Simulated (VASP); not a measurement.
# ZnSe (F-43m) in VASP: a series of runs

ZnSe is run at these levels: LDA; tasks: vibrations by perturbation theory.

Program: VASP 6.6.1. These are calculated values, not measurements. Logs are shortened: lines on timing, memory, paths and dates and some standing lists are left out, and cuts for length are marked.

### Step 1. The cell of the first run

The structure is cubic, space group F-43m (No. 216). The conventional cell has a = 5.437 Å, b = 5.437 Å, c = 5.437 Å, α = 90.00°, β = 90.00°, γ = 90.00°. Zn (site symmetry -43m) has 4 Se at 2.35 Å within 3.1 Å. Se (site symmetry -43m) has 4 Zn at 2.35 Å within 3.1 Å.

### Step 2. Vibrations by perturbation theory, LDA

Contents of INCAR:

```
SYSTEM = ZnSe
ALGO     = Normal         ! electronic algorithm
EDIFF    = 1E-8           ! SCF threshold, eV
ENCUT    = 520            ! plane-wave cutoff, eV
IBRION   = 8              ! ionic algorithm
ISIF     = 2              ! what is computed and relaxed
ISMEAR   = 0              ! smearing method
LASPH    = .True.         ! aspherical terms in the spheres
LCHARG   = .True.         ! write CHGCAR
LEPSILON = .True.         ! dielectric tensor by DFPT
LREAL    = .False.        ! projectors in reciprocal space
LWAVE    = .False.        ! write WAVECAR
NELM     = 100            ! most SCF steps
NSW      = 1              ! ionic steps
PREC     = Accurate       ! precision mode
SIGMA    = 0.01           ! smearing width, eV
```

Contents of KPOINTS:

```
k-points
0
Gamma
  10 10 10
  0 0 0
```

Contents of POSCAR:

```
ZnSe
1.0
    0.0000000000      2.7184863105      2.7184863105
    2.7184863105      0.0000000000      2.7184863105
    2.7184863105      2.7184863105      0.0000000000
Zn Se
1 1
Direct
    0.0000000000      0.0000000000      0.0000000000
    0.7500000000      0.7500000000      0.7500000000
```

Potentials or basis: VASP PAW LDA potentials, release 64 (Zn, Se).

Command:

```
cat potpaw_LDA.64/Zn/POTCAR potpaw_LDA.64/Se/POTCAR > POTCAR
mpirun -np 1 vasp_std > vasp.out
```

OUTCAR:

```text
SYSTEM = ZnSe
   EDIFF = 1E-8
   ENCUT = 520
   IBRION = 8
   ISIF = 2
   ISMEAR = 0
   LASPH = .True.
   LEPSILON = .True.
   LREAL = .False.
   NELM = 100
   NSW = 1
   PREC = Accurate

 ion  position               nearest neighbor table
   1  0.000  0.000  0.000-   2 2.35   2 2.35   2 2.35   2 2.35
   2  0.750  0.750  0.750-   1 2.35   1 2.35   1 2.35   1 2.35

  LATTYP: Found a face centered cubic cell.
 ALAT       =     5.4369726210

  Lattice vectors:

 A1 = (   0.0000000000,   2.7184863105,   2.7184863105)
 A2 = (   2.7184863105,   0.0000000000,   2.7184863105)
 A3 = (   2.7184863105,   2.7184863105,   0.0000000000)

Analysis of symmetry for initial positions (statically):
=====================================================================
 Subroutine PRICEL returns:
 Original cell was already a primitive cell.

 Routine SETGRP: Setting up the symmetry group for a
 face centered cubic supercell.

 Subroutine GETGRP returns: Found 24 space group operations
 (whereof 24 operations were pure point group operations)
 out of a pool of 48 trial point group operations.

The static configuration has the point symmetry T_d .

Analysis of symmetry for dynamics (positions and initial velocities):
=====================================================================
 Subroutine PRICEL returns:
 Original cell was already a primitive cell.

 Routine SETGRP: Setting up the symmetry group for a
 face centered cubic supercell.

 Subroutine GETGRP returns: Found 24 space group operations
 (whereof 24 operations were pure point group operations)
 out of a pool of 48 trial point group operations.

The dynamic configuration has the point symmetry T_d .

 Subroutine INISYM returns: Found 24 space group operations
 (whereof 24 operations are pure point group operations),
 and found     1 'primitive' translations

----------------------------------------------------------------------------------------

                                     Primitive cell

  volume of cell :      40.1801

  direct lattice vectors                    reciprocal lattice vectors
     0.000000000  2.718486310  2.718486310    -0.183925885  0.183925885  0.183925885
     2.718486310  0.000000000  2.718486310     0.183925885 -0.183925885  0.183925885
     2.718486310  2.718486310  0.000000000     0.183925885  0.183925885 -0.183925885

  length of vectors
     3.844520209  3.844520209  3.844520209     0.318568977  0.318568977  0.318568977

  position of ions in fractional coordinates (direct lattice)
     0.000000000  0.000000000  0.000000000
     0.750000000  0.750000000  0.750000000

  ion indices of the primitive-cell ions
   primitive index   ion index
                 1           1
                 2           2

----------------------------------------------------------------------------------------

 KPOINTS: k-points

Automatic generation of k-mesh.
 Grid dimensions read from file:
 generate k-points for:   10   10   10

 Generating k-lattice:

  Cartesian coordinates                     Fractional coordinates (reciprocal lattice)
    -0.018392588  0.018392588  0.018392588     0.100000000  0.000000000  0.000000000
     0.018392588 -0.018392588  0.018392588     0.000000000  0.100000000  0.000000000
     0.018392588  0.018392588 -0.018392588     0.000000000  0.000000000  0.100000000

  Length of vectors
     0.031856898  0.031856898  0.031856898

  Shift w.r.t. Gamma in fractional coordinates (k-lattice)
     0.000000000  0.000000000  0.000000000

 Subroutine IBZKPT returns following result:
 ===========================================
[... 499 lines left out ...]
     2.718486310  2.718486310  0.000000000     0.183925885  0.183925885 -0.183925885

 POSITION                                       TOTAL-FORCE (eV/Angst)
 -----------------------------------------------------------------------------------
      0.00000      0.00000      0.00000         0.000000      0.000000      0.000000
      4.07773      4.07773      4.07773        -0.000000     -0.000000     -0.000000
 -----------------------------------------------------------------------------------
    total drift:                                0.000001      0.000001      0.000001

  FREE ENERGIE OF THE ION-ELECTRON SYSTEM (eV)
  ---------------------------------------------------
  free  energy   TOTEN  =        -7.3126250427 eV

  energy  without entropy=       -7.3126250427  energy(sigma->0) =       -7.31262504

 HEAD OF MICROSCOPIC STATIC DIELECTRIC TENSOR (INDEPENDENT PARTICLE, excluding Hartree and local field effects)
 ------------------------------------------------------
           7.923603     0.000000     0.000000
           0.000000     7.923603    -0.000000
           0.000000     0.000000     7.923603
 ------------------------------------------------------

 Free energy of the ion-electron system (eV)
  ---------------------------------------------------
  ---------------------------------------------------
  free energy    TOTEN  =        -0.75113273 eV

  energy without entropy =       -0.75113273

------------------------ aborting loop because EDIFF is reached ----------------------------------------

--------------------------------------- Ionic step        2  -------------------------------------------

------------------------ aborting loop because EDIFF is reached ----------------------------------------

--------------------------------------- Ionic step        3  -------------------------------------------

------------------------ aborting loop because EDIFF is reached ----------------------------------------

 PIEZOELECTRIC TENSOR FIELD DIRECTION 3  (e Angst)
 -----------------------------------------------------------------------------
    -0.00111  1.62164  0.00000           (  0.00000 -0.02830  0.00000)
     1.62164 -0.00111  0.00000           ( -0.02830  0.00000  0.00000)
     0.00000  0.00000  0.00024           (  0.00000  0.00000 -0.00000)

 PIEZOELECTRIC TENSOR FIELD DIRECTION 3  (C/m^2)
 -----------------------------------------------------------------------------
    -0.00044  0.64663  0.00000
     0.64663 -0.00044  0.00000
     0.00000  0.00000  0.00010

--------------------------------------- Ionic step        4  -------------------------------------------

------------------------ aborting loop because EDIFF is reached ----------------------------------------

[... ionic steps 5 to 6 ...]

--------------------------------------- Ionic step        7  -------------------------------------------

 Free energy of the ion-electron system (eV)
  ---------------------------------------------------
  ---------------------------------------------------
  free energy    TOTEN  =        -0.08204285 eV

  energy without entropy =       -0.08204285

------------------------ aborting loop because EDIFF is reached ----------------------------------------

 INTERNAL STRAIN TENSOR  FOR ION    2  DIRECTION 1   (eV/Angst):
 -----------------------------------------------------------------------------
    -0.01296  0.00000  0.00000
     0.00000  0.01361  9.26866
     0.00000  9.26866  0.01361

 MACROSCOPIC STATIC DIELECTRIC TENSOR (including local field effects in DFT)
 ------------------------------------------------------
           7.413599    -0.000000    -0.000000
          -0.000000     7.413599     0.000000
          -0.000000    -0.000000     7.413599
 ------------------------------------------------------

 PIEZOELECTRIC TENSOR (including local field effects)  for field in x, y, z        (e  Angst)
          XX          YY          ZZ          XY          YZ          ZX
  --------------------------------------------------------------------------------
  x     0.00000     0.00000     0.00000     0.00000     1.63413     0.00000
  y    -0.00000     0.00000    -0.00000     0.00000    -0.00000     1.63413
  z     0.00000     0.00000     0.00000     1.63413     0.00000     0.00000

 PIEZOELECTRIC TENSOR (including local field effects)  for field in x, y, z        (C/m^2)
          XX          YY          ZZ          XY          YZ          ZX
  --------------------------------------------------------------------------------
  x     0.00000     0.00000     0.00000     0.00000     0.65161     0.00000
  y    -0.00000     0.00000    -0.00000     0.00000    -0.00000     0.65161
  z     0.00000     0.00000     0.00000     0.65161     0.00000     0.00000

 BORN EFFECTIVE CHARGES (including local field effects) (in |e|, cummulative output)
 ---------------------------------------------------------------------------------
 ion    1
    1     1.86281     0.00000     0.00000
    2    -0.00000     1.86281    -0.00000
    3     0.00000    -0.00000     1.86281
 ion    2
    1    -1.86281    -0.00000    -0.00000
    2     0.00000    -1.86281     0.00000
    3    -0.00000     0.00000    -1.86281

 INTERNAL STRAIN TENSOR FOR ION    2 for displacements in x,y,z  (eV/Angst):
          X           Y           Z          XY          YZ          ZX
  --------------------------------------------------------------------------------
  x    -0.00000    -0.00000     0.00000     0.00000     9.26866     0.00000
  y    -0.00000    -0.00000     0.00000     0.00000     0.00000     9.26866
  z    -0.00000     0.00000    -0.00000     9.26866     0.00000     0.00000

 SECOND DERIVATIVES (NOT SYMMETRIZED)
 ------------------------------------
               1X          1Y          1Z          2X          2Y          2Z
  1X    -8.060882    0.000000    0.000000    8.060882    0.000000    0.000000
  1Y     0.000000   -8.060882    0.000000    0.000000    8.060882    0.000000
  1Z     0.000000    0.000000   -8.060882    0.000000    0.000000    8.060882
  2X     8.047603    0.000000    0.000000   -8.047603    0.000000    0.000000
  2Y     0.000000    8.047603    0.000000    0.000000   -8.047603    0.000000
  2Z     0.000000    0.000000    8.047603    0.000000    0.000000   -8.047603

 Eigenvectors and eigenvalues of the dynamical matrix
 ----------------------------------------------------

   1 f  =    7.418722 THz    46.613204 2PiTHz  247.461925 cm-1    30.681355 meV
             X         Y         Z           dx          dy          dz
      0.000000  0.000000  0.000000     0.000000    0.739873    0.000000
      4.077729  4.077729  4.077729     0.000000   -0.672746    0.000000
[... 21 lines left out ...]
   6 f/i=    0.003044 THz     0.019126 2PiTHz    0.101538 cm-1     0.012589 meV
             X         Y         Z           dx          dy          dz
      0.000000  0.000000  0.000000     0.000000    0.000000   -0.672746
      4.077729  4.077729  4.077729     0.000000    0.000000   -0.739873

--------------------------------------------------------------------------------------------------------

 MACROSCOPIC STATIC DIELECTRIC TENSOR IONIC CONTRIBUTION
 ------------------------------------------------------
           1.940283    -0.000000     0.000000
          -0.000000     1.940283    -0.000000
           0.000000    -0.000000     1.940283
 ------------------------------------------------------

 ELASTIC MODULI CONTR FROM IONIC RELAXATION (kBar)
 Direction    XX          YY          ZZ          XY          YZ          ZX
 --------------------------------------------------------------------------------
 XX          -0.0000      0.0000     -0.0000      0.0000      0.0000      0.0000
 YY           0.0000     -0.0000     -0.0000     -0.0000     -0.0000      0.0000
 ZZ          -0.0000     -0.0000     -0.0000      0.0000     -0.0000      0.0000
 XY           0.0000     -0.0000      0.0000   -426.0261      0.0000      0.0000
 YZ           0.0000     -0.0000     -0.0000      0.0000   -426.0261      0.0000
 ZX           0.0000      0.0000      0.0000      0.0000      0.0000   -426.0261
 --------------------------------------------------------------------------------

 PIEZOELECTRIC TENSOR IONIC CONTR  for field in x, y, z        (C/m^2)
          XX          YY          ZZ          XY          YZ          ZX
  --------------------------------------------------------------------------------
  x     0.00000    -0.00000    -0.00000    -0.00000    -0.85551    -0.00000
  y     0.00000     0.00000     0.00000     0.00000     0.00000    -0.85551
  z     0.00000    -0.00000     0.00000    -0.85551    -0.00000     0.00000
```

Run time: 16 min. Hardware: 1 thread of AMD EPYC 7R13 (Zen 3), shared host; peak memory 0.32 GiB.

Results:

```
Electronic dielectric tensor (diagonal)                 : 7.41
Born charges (mean of the diagonal)                     : Zn +1.86; Se -1.86 e
Highest phonon frequency at Γ, LO-TO splitting left out : 247 cm⁻¹
```

Phonon frequencies in cm⁻¹ (negative: imaginary):
| q point | frequencies |
| --- | --- |
| (0.000, 0.000, 0.000) | 0 0 0 247 247 247 |

Electronic dielectric tensor:
```
7.41 0.00 0.00
0.00 7.41 0.00
0.00 0.00 7.41
```

Born effective charge tensors (e):
atom 1, Zn
```
1.86 0.00 0.00
0.00 1.86 0.00
0.00 0.00 1.86
```
atom 2, Se
```
-1.86  0.00  0.00
 0.00 -1.86  0.00
 0.00  0.00 -1.86
```

Caveat: the cell wasn't relaxed at this level first, which shifts response properties.

(Continued in part 2 of 2.)
